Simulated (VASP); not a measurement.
A run of VASP 6.6.1 is set up as follows.

File INCAR:

```
AGGAC = 1.0 ; AGGAX = 1.0
ALDAC = 0.0 ; ALDAX = 1.0
ALGO = Normal ; EDIFF = 1E-6
ENCUT = 520 ; GGA = B5
ISIF = 2 ; ISMEAR = -1
IVDW = 12 ; LASPH = True
LCHARG = False ; LREAL = False
LWAVE = False ; NBANDS = 21
NELM = 100 ; PREC = Accurate
SIGMA = 0.05 ; VDW_A1 = 0.4298
VDW_A2 = 4.2359 ; VDW_S6 = 1.0
VDW_S8 = 2.6996
```

Contents of KPOINTS:

```
k-points
0
Gamma
  11 11 11
```

POSCAR

```
Ge
1.0
   -2.6076120009      2.6076120009      1.4120220274
    2.6076120009     -2.6076120009      1.4120220274
    2.6076120009      2.6076120009     -1.4120220274
Ge
2
Direct
    0.5000000000      0.5000000000      0.0000000000
    0.2500000000      0.7500000000      0.5000000000
```

Potentials or basis: VASP PAW PBE potentials, release 64 (Ge_d).

Command:

```bash
$ cat potpaw_PBE.64/Ge_d/POTCAR > POTCAR
$ mpirun -np 1 vasp_std > vasp.out
```

Problem. Estimate the band gap on the k mesh.

Solution. Zero (band 14 reaches 8.38 eV, above the bottom of band 15 at 4.12 eV).

Problem. Estimate the pressure.

Solution. 0.0 GPa.

Problem. What does it give for the dispersion energy per atom?

Solution. -0.800 eV.

Caveat: the PAW data sets were made with another functional, which shifts forces and pressure a little; pairwise dispersion overbinds metals, which lowers pressure and volume.
